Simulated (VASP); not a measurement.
MgO: single point with PBEsol

MgO:

```
Mg O
1.0
     0.00000    1.87006    2.10711
     2.10711    0.00000    2.10711
     2.10711    1.87006    0.00000
Mg O
1 1
Direct
  0.00000 0.00000 0.00000
  0.50000 0.50000 0.50000
```

This cell differs from its parent crystal: strain -0.1125 x Voigt [0, 1, 0, 0, 0, 0].

```
Program             : VASP 6.6.1
Task                : single point
Functional          : PBEsol
Potentials or basis : VASP PAW PBE potentials, release 64 (Mg, O)
Cutoff              : 520 eV
k mesh              : 10 × 10 × 10
Occupations         : gaussian, width 0.05 eV
Spin                : no spin polarisation
```

```
Pressure               : 31.1 GPa
Band gap on the k mesh : 5.62 eV, direct
```

Stress tensor (GPa, compression positive):
```
12.35  0.00  0.00
 0.00 68.71  0.00
 0.00  0.00 12.35
```

Levels at points of the mesh, in eV from the valence-band top:
```tsv
k point	band 2	band 3	band 4	band 5	band 6	band 7
(0.00, 0.00, 0.00)	-0.24	0.00	0.00	5.62	15.95	15.95
(0.50, 0.00, 0.00)	-5.28	-1.06	-0.79	8.33	13.64	16.02
(0.50, 0.50, 0.00)	-4.91	-1.71	-1.04	9.57	11.26	13.63
(0.50, 0.00, 0.50)	-4.26	-2.02	-2.02	8.11	11.19	15.25
```

Run time: 9.4 s on 1 thread of Intel(R) Xeon(R) 6975P-C (Granite Rapids) (shared host), peak memory 0.15 GiB.

Caveat: the cell differs from its parent crystal (strain -0.1125 x Voigt [0, 1, 0, 0, 0, 0]); the PAW data sets were made with another functional, which shifts forces and pressure a little.
